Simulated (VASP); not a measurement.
# SrHgIO2 (Cmcm) in VASP: single point with r2SCAN

Aim: the single point of SrHgIO2 with r2SCAN.

Everything below comes from runs of VASP 6.6.1. Logs are shortened: lines on timing, memory, paths and dates and some standing lists are left out, and cuts for length are marked.

### Step 1. The cell of the first run

It takes space group Cmcm (No. 63, orthorhombic). Conventional cell: a = 5.713 Å, b = 13.167 Å, c = 5.581 Å, α = 90.00°, β = 90.00°, γ = 90.00°. I (site symmetry m2m) has 4 Sr at 3.34 to 3.35 Å and 5 Hg at 3.79 to 3.99 Å and 8 O at 3.84 to 3.86 Å and 4 I at 3.99 Å within 4.4 Å. Within 2.8 Å of O (site symmetry 2) lie 2 Hg at 2.12 Å and 2 Sr at 2.46 Å and 3 O at 2.72 to 2.79 Å. Sr (site symmetry m2m) has 4 O at 2.46 Å within 3.2 Å. Hg (site symmetry m2m) has 4 O at 2.12 Å within 2.8 Å.

### Step 2. Single point, r2SCAN

Input file POSCAR:

```
SrHgIO2
1.0
    5.7128600000      0.0000000000      0.0000000000
    2.8564300000     -6.5834620000      0.0000000000
    0.0000000000      0.0000000000     -5.5805530000
I O Sr Hg
2 4 2 2
Direct
    0.7531603510      0.4936792979      0.7500000000
    0.2468396490      0.5063207021      0.2500000000
    0.2620591571      0.0000000000      0.0000000000
    0.7379408429      0.0000000000      0.5000000000
    0.7379408429      0.0000000000      0.0000000000
    0.2620591571      0.0000000000      0.5000000000
    0.3864487597      0.2271024805      0.7500000000
    0.6135512403      0.7728975195      0.2500000000
    0.0412016844      0.9175966312      0.7500000000
    0.9587983156      0.0824033688      0.2500000000
```

Input file INCAR.step1:

```
PREC     = Accurate       # precision mode
ENCUT    = 520            # plane-wave cutoff, eV
ISMEAR   = -1             # smearing method
SIGMA    = 0.1            # smearing width, eV
LREAL    = False          # projectors in reciprocal space
LASPH    = True           # aspherical terms in the spheres
NELM     = 60             # most SCF steps
NBANDS   = 52             # bands
GGA      = PE             # functional
ALGO     = Normal         # electronic algorithm
EDIFF    = 1E-4           # SCF threshold, eV
LWAVE    = True           # write WAVECAR
LCHARG   = False          # write CHGCAR
```

Input file INCAR.step2:

```
PREC     = Accurate       # precision mode
ENCUT    = 520            # plane-wave cutoff, eV
EDIFF    = 1E-7           # SCF threshold, eV
ISMEAR   = -1             # smearing method
SIGMA    = 0.1            # smearing width, eV
LREAL    = False          # projectors in reciprocal space
LASPH    = True           # aspherical terms in the spheres
NELM     = 60             # most SCF steps
ALGO     = Normal         # electronic algorithm
ISIF     = 2              # what is computed and relaxed
LWAVE    = False          # write WAVECAR
LCHARG   = False          # write CHGCAR
METAGGA  = R2SCAN         # meta-GGA
LMIXTAU  = True         
NBANDS   = 52             # bands
ISTART   = 1
```

Input file KPOINTS:

```
regular mesh
0
Gamma
  5 5 4
```

Potentials or basis: VASP PAW PBE potentials, release 64 (I, O, Sr_sv, Hg).

The run is started by

```sh
> cat potpaw_PBE.64/I/POTCAR potpaw_PBE.64/O/POTCAR potpaw_PBE.64/Sr_sv/POTCAR potpaw_PBE.64/Hg/POTCAR > POTCAR
> cp INCAR.step1 INCAR
> mpirun -np 1 vasp_std > vasp.out
> cp INCAR.step2 INCAR
> mpirun -np 1 vasp_std > vasp.out
```

OUTCAR:

```text
PREC = Accurate
   ENCUT = 520
   EDIFF = 1E-7
   ISMEAR = -1
   LREAL = False
   LASPH = True
   NELM = 60
   ISIF = 2
   METAGGA = R2SCAN
   ISTART = 1

 ion  position               nearest neighbor table
   1  0.753  0.494  0.750-   8 3.34   8 3.34   7 3.35   7 3.35
   2  0.247  0.506  0.250-   7 3.34   7 3.34   8 3.35   8 3.35
   3  0.262  0.000  0.000-   9 2.12  10 2.12   7 2.46   8 2.46
   4  0.738  0.000  0.500-   9 2.12  10 2.12   8 2.46   7 2.46
   5  0.738  0.000  0.000-   9 2.12  10 2.12   8 2.46   7 2.46
   6  0.262  0.000  0.500-   9 2.12  10 2.12   7 2.46   8 2.46
   7  0.386  0.227  0.750-   3 2.46   6 2.46   5 2.46   4 2.46   2 3.34   2 3.34   1 3.35   1 3.35
                             9 3.51   9 3.51   8 4.09   8 4.09  10 4.11  10 4.11  10 4.11  10 4.11
   8  0.614  0.773  0.250-   4 2.46   5 2.46   3 2.46   6 2.46   1 3.34   1 3.34   2 3.35   2 3.35
                            10 3.51  10 3.51   7 4.09   7 4.09   9 4.11   9 4.11   9 4.11   9 4.11
   9  0.041  0.918  0.750-   3 2.12   4 2.12   5 2.12   6 2.12  10 2.99  10 2.99   7 3.51   7 3.51
                             8 4.11   8 4.11   8 4.11   8 4.11
  10  0.959  0.082  0.250-   3 2.12   4 2.12   5 2.12   6 2.12   9 2.99   9 2.99   8 3.51   8 3.51
                             7 4.11   7 4.11   7 4.11   7 4.11

  LATTYP: Found a base centered orthorhombic cell.
 ALAT       =     5.7128600000
 B/A-ratio  =     2.3047867443
 C/A-ratio  =     0.9768404967

  Lattice vectors:

 A1 = (   2.8564300000,   6.5834620000,   0.0000000000)
 A2 = (   2.8564300000,  -6.5834620000,   0.0000000000)
 A3 = (   0.0000000000,   0.0000000000,  -5.5805530000)

Analysis of symmetry for initial positions (statically):
=====================================================================
 Subroutine PRICEL returns:
 Original cell was already a primitive cell.

 Routine SETGRP: Setting up the symmetry group for a
 base centered orthorhombic supercell.

 Subroutine GETGRP returns: Found  8 space group operations
 (whereof  4 operations were pure point group operations)
 out of a pool of  8 trial point group operations.

The static configuration has the point symmetry C_2h.
 The point group associated with its full space group is D_2h.

Analysis of symmetry for dynamics (positions and initial velocities):
=====================================================================
 Subroutine PRICEL returns:
 Original cell was already a primitive cell.

 Routine SETGRP: Setting up the symmetry group for a
 base centered orthorhombic supercell.

 Subroutine GETGRP returns: Found  8 space group operations
 (whereof  4 operations were pure point group operations)
 out of a pool of  8 trial point group operations.

The dynamic configuration has the point symmetry C_2h.
 The point group associated with its full space group is D_2h.

 Subroutine INISYM returns: Found  8 space group operations
 (whereof  4 operations are pure point group operations),
 and found     1 'primitive' translations

----------------------------------------------------------------------------------------

                                     Primitive cell

  volume of cell :     209.8868

  direct lattice vectors                    reciprocal lattice vectors
     5.712860000  0.000000000  0.000000000     0.175043673  0.075947883  0.000000000
     2.856430000 -6.583462000  0.000000000     0.000000000 -0.151895765  0.000000000
     0.000000000  0.000000000 -5.580553000     0.000000000  0.000000000 -0.179193711

  length of vectors
     5.712860000  7.176431164  5.580553000     0.190809770  0.151895765  0.179193711

  position of ions in fractional coordinates (direct lattice)
     0.753160351  0.493679298  0.750000000
     0.246839649  0.506320702  0.250000000
     0.262059157  0.000000000  0.000000000
     0.737940843  0.000000000  0.500000000
     0.737940843  0.000000000  0.000000000
     0.262059157  0.000000000  0.500000000
     0.386448760  0.227102481  0.750000000
     0.613551240  0.772897519  0.250000000
     0.041201684  0.917596631  0.750000000
     0.958798316  0.082403369  0.250000000

  ion indices of the primitive-cell ions
   primitive index   ion index
                 1           1
                 2           2
                 3           3
                 4           4
                 5           5
                 6           6
                 7           7
                 8           8
                 9           9
                10          10

----------------------------------------------------------------------------------------

 KPOINTS: regular mesh

Automatic generation of k-mesh.
 Grid dimensions read from file:
 generate k-points for:    5    5    4

 Generating k-lattice:

  Cartesian coordinates                     Fractional coordinates (reciprocal lattice)
     0.035008735  0.015189577  0.000000000     0.200000000  0.000000000  0.000000000
     0.000000000 -0.030379153  0.000000000     0.000000000  0.200000000  0.000000000
     0.000000000  0.000000000 -0.044798428     0.000000000  0.000000000  0.250000000

  Length of vectors
     0.038161954  0.030379153  0.044798428

  Shift w.r.t. Gamma in fractional coordinates (k-lattice)
     0.000000000  0.000000000  0.000000000

 Subroutine IBZKPT returns following result:
 ===========================================

 Found     27 irreducible k-points:

 Following reciprocal coordinates:
            Coordinates               Weight
  0.000000  0.000000  0.000000      1.000000
  0.200000  0.000000  0.000000      4.000000
  0.400000  0.000000  0.000000      4.000000
  0.000000  0.200000  0.000000      2.000000
  0.400000  0.200000  0.000000      2.000000
 -0.400000  0.200000  0.000000      4.000000
[... 16 lines left out ...]
  0.400000  0.200000  0.500000      2.000000
 -0.400000  0.200000  0.500000      4.000000
 [... further k-points ...]
   k-points           NKPTS =     27   k-points in BZ     NKDIM =     27   number of bands    NBANDS=     52
   number of dos      NEDOS =    301   number of ions     NIONS =     10
   total plane-waves  NPLWV =  95256
   dimension x,y,z NGX =    42 NGY =   54 NGZ =   42
   dimension x,y,z NGXF=    84 NGYF=  108 NGZF=   84
   ions per type =               2   4   2   2
   NGX,Y,Z   is equivalent  to a cutoff of  12.22, 12.51, 12.51 a.u.
   NGXF,Y,Z  is equivalent  to a cutoff of  24.44, 25.02, 25.02 a.u.
 SYSTEM =  unknown system
   PREC   = accura    normal or accurate (medium, high low for compatibility)
   ISTART =      1    job   : 0-new  1-cont  2-samecut
   ICHARG =      0    charge: 1-file 2-atom 10-const
   ISPIN  =      1    spin polarized calculation?
   LNONCOLLINEAR =      F non collinear calculations
   LSORBIT =      F    spin-orbit coupling
   LASPH  =      T    aspherical Exc in radial PAW
   ENCUT  =  520.0 eV  38.22 Ry    6.18 a.u.  10.62 13.34 10.38*2*pi/ulx,y,z
   NELM   =     60;   NELMIN=  2; NELMDL=  0     # of ELM steps
   EDIFF  = 0.1E-06   stopping-criterion for ELM
   LREAL  =      F    real-space projection
   EDIFFG = 0.1E-05   stopping-criterion for IOM
   NSW    =      0    number of steps for IOM
   IBRION =     -1    ionic relax: 0-MD 1-quasi-New 2-CG
   NFREE  =      0    steps in history (QN), initial steepest desc. (CG)
   ISIF   =      2    stress and relaxation
   ISYM   =      2    0-nonsym 1-usesym 2-fastsym
   POTIM  = 0.5000    time-step for ionic-motion
   TEBEG  =    0.0;   TEEND  =   0.0 temperature during run
   PSTRESS=    0.0 pullay stress
   NELECT =      82.0000    total number of electrons
   NUPDOWN=      -1.0000    fix difference up-down
   EMIN   =  10.00;   EMAX   =-10.00  energy-range for DOS
   EFERMI =   0.00;   METHOD = LEGACY
   ISMEAR =    -1;   SIGMA  =   0.10  broadening in eV -4-tet -1-fermi 0-gaus
   EFERMI_NEDOS =   21; number of points for ismear=-14 and -15
   IALGO  =     38    algorithm
   IMIX   =      4    mixing-type and parameters
     AMIX     =   0.40;   BMIX     =  1.00
     AMIX_MAG =   1.60;   BMIX_MAG =  1.00
  volume/ion in A,a.u.               =      20.99       141.64
  Fermi-wavevector in a.u.,A,eV,Ry     =   1.196789  2.261604 19.487691  1.432305
  Thomas-Fermi vector in A             =   2.332721
   LORBIT       =      0    0 simple, 1 ext, 2 COOP (PROOUT), +10 PAW based schemes
   METAGGA = R2SCAN    functional components
   LHFCALC =     F    Hartree Fock is set to
   AEXX    =    0.0000 exact exchange contribution
   IVDW    =     0    specifies the selected vdW correction
   LEPSILON=     F    determine dielectric tensor
   LRPA    =     F    only Hartree local field effects (RPA)
 non-spin polarized calculation
  energy-cutoff  :      520.00
  volume of cell :      209.89
 maximum number of plane-waves:      5676
   NGX = 21   NGY = 27   NGZ = 21

 number of electron      81.9999978 magnetization

 Free energy of the ion-electron system (eV)
  ---------------------------------------------------
  ext. energy  EPLUGINS =         0.00000000
  ---------------------------------------------------
  free energy    TOTEN  =      -213.85461573 eV

  energy without entropy =     -213.72354044  energy(sigma->0) =     -213.78907809

 E-fermi :   2.5222     XC(G=0): -10.1644

 val. band max:        2.5211838610   @ k =  -0.2000   0.2000   0.2500
 cond. band min:       2.5229672650   @ k =  -0.2000   0.4000   0.2500
 fundamental gap:      0.0017834040
 Fermi energy:         2.5222139059

 k-point     1 :       0.0000    0.0000    0.0000
  band No.  band energies     occupation
      1     -31.7679      2.00000
      2     -31.7477      2.00000
      3     -16.9813      2.00000
      4     -16.3348      2.00000
      5     -16.2618      2.00000
      6     -15.9782      2.00000
[... 44 lines left out ...]
     51       9.9326      0.00000
     52       9.9377      0.00000

 k-point     2 :       0.2000    0.0000    0.0000
  band No.  band energies     occupation
      1     -31.7676      2.00000
      2     -31.7478      2.00000
      3     -16.9416      2.00000
      4     -16.3896      2.00000
      5     -16.3404      2.00000
      6     -15.8847      2.00000
[... 44 lines left out ...]
     51       9.5153      0.00000
     52       9.7251      0.00000

 k-point     3 :       0.4000    0.0000    0.0000
  band No.  band energies     occupation
      1     -31.7672      2.00000
      2     -31.7480      2.00000
      3     -16.8557      2.00000
      4     -16.4985      2.00000
      5     -16.4232      2.00000
      6     -15.7771      2.00000
[... 44 lines left out ...]
     51       9.7533      0.00000
     52      10.0194      0.00000
[... 1046 lines left out ...]
 k-point    23 :       0.4000    0.2000    0.5000
  band No.  band energies     occupation
      1     -31.7574      2.00000
      2     -31.7574      2.00000
      3     -16.5133      2.00000
      4     -16.5133      2.00000
      5     -16.3239      2.00000
      6     -16.3239      2.00000
[... 44 lines left out ...]
     51       9.7611      0.00000
     52       9.7611      0.00000

 k-point    24 :      -0.4000    0.2000    0.5000
  band No.  band energies     occupation
      1     -31.7574      2.00000
      2     -31.7574      2.00000
      3     -16.5131      2.00000
      4     -16.5131      2.00000
      5     -16.3246      2.00000
      6     -16.3246      2.00000
[... 44 lines left out ...]
     51       9.8262      0.00000
     52       9.8266      0.00000

 [... further k-points ...]

------------------------ aborting loop because EDIFF is reached ----------------------------------------

  FORCE on cell =-STRESS in cart. coord.  units (eV):
  Direction    XX          YY          ZZ          XY          YZ          ZX
  --------------------------------------------------------------------------------------
  -------------------------------------------------------------------------------------
  Total       11.2667171      4.6472337     16.4578584      0.0000000     -0.0000000      0.0000000
  in kB       86.0048254     35.4747989    125.6315598      0.0000000     -0.0000000      0.0000000
  external PRESSURE =      82.3703947 kB  Pullay stress =       0.0000000 kB

 VOLUME and BASIS-vectors are now :
 -----------------------------------------------------------------------------
  energy-cutoff  :      520.00
  volume of cell :      209.89
      direct lattice vectors                 reciprocal lattice vectors
     5.712860000  0.000000000  0.000000000     0.175043673  0.075947883  0.000000000
     2.856430000 -6.583462000  0.000000000     0.000000000 -0.151895765  0.000000000
     0.000000000  0.000000000 -5.580553000     0.000000000  0.000000000 -0.179193711

 POSITION                                       TOTAL-FORCE (eV/Angst)
 -----------------------------------------------------------------------------------
      5.71286     -3.25012     -4.18541         0.000000     -0.003967     -0.000000
      2.85643     -3.33334     -1.39514         0.000000      0.003967      0.000000
      1.49711      0.00000      0.00000         0.261681      0.000000     -0.000000
      4.21575      0.00000     -2.79028        -0.261681      0.000000      0.000000
      4.21575      0.00000      0.00000        -0.261681      0.000000      0.000000
      1.49711      0.00000     -2.79028         0.261681      0.000000     -0.000000
      2.85643     -1.49512     -4.18541         0.000000     -0.081728      0.000000
      5.71286     -5.08834     -1.39514         0.000000      0.081728      0.000000
      2.85643     -6.04096     -4.18541         0.000000      0.260042     -0.000000
      5.71286     -0.54250     -1.39514         0.000000     -0.260042      0.000000
 -----------------------------------------------------------------------------------
    total drift:                                0.000000     -0.000000     -0.000000

  FREE ENERGIE OF THE ION-ELECTRON SYSTEM (eV)
  ---------------------------------------------------
  free  energy   TOTEN  =      -213.8546157332 eV

  energy  without entropy=     -213.7235404423  energy(sigma->0) =     -213.78907809
```

It took 32 min on 1 thread of Intel Xeon 8259CL, shared host; peak memory 0.52 GiB.

What came out:

```
Free energy            : -213.8546 eV
Pressure               : 8.2 GPa
Largest force          : 0.262 eV/Å
Band gap on the k mesh : zero (bands 41 and 42 overlap by 1.04 eV)
```

Forces on the atoms (eV/Å):
```
I    0.000 -0.004  0.000
I    0.000  0.004  0.000
O    0.262  0.000  0.000
O   -0.262  0.000  0.000
O   -0.262  0.000  0.000
O    0.262  0.000  0.000
Sr   0.000 -0.082  0.000
Sr   0.000  0.082  0.000
Hg   0.000  0.260  0.000
Hg   0.000 -0.260  0.000
```

Stress tensor (GPa, compression positive):
```
 8.60  0.00  0.00
 0.00  3.55  0.00
 0.00  0.00 12.56
```

Levels at points of the mesh, in eV from the Fermi level:
| k point | band 38 | band 39 | band 40 | band 41 | band 42 | band 43 | band 44 | band 45 |
| --- | --- | --- | --- | --- | --- | --- | --- | --- |
| (0.00, 0.00, 0.00) | -1.14 | -0.79 | -0.78 | 0.43 | 0.60 | 1.83 | 3.09 | 5.01 |
| (0.00, 0.00, 0.50) | -1.87 | -1.41 | -1.41 | 0.07 | 0.07 | 3.32 | 3.32 | 5.73 |

Caveat: the cell stands under pressure; the PAW data sets were made with another functional, which shifts forces and pressure a little; spin-orbit coupling is left out, which moves the levels of the heavy elements.
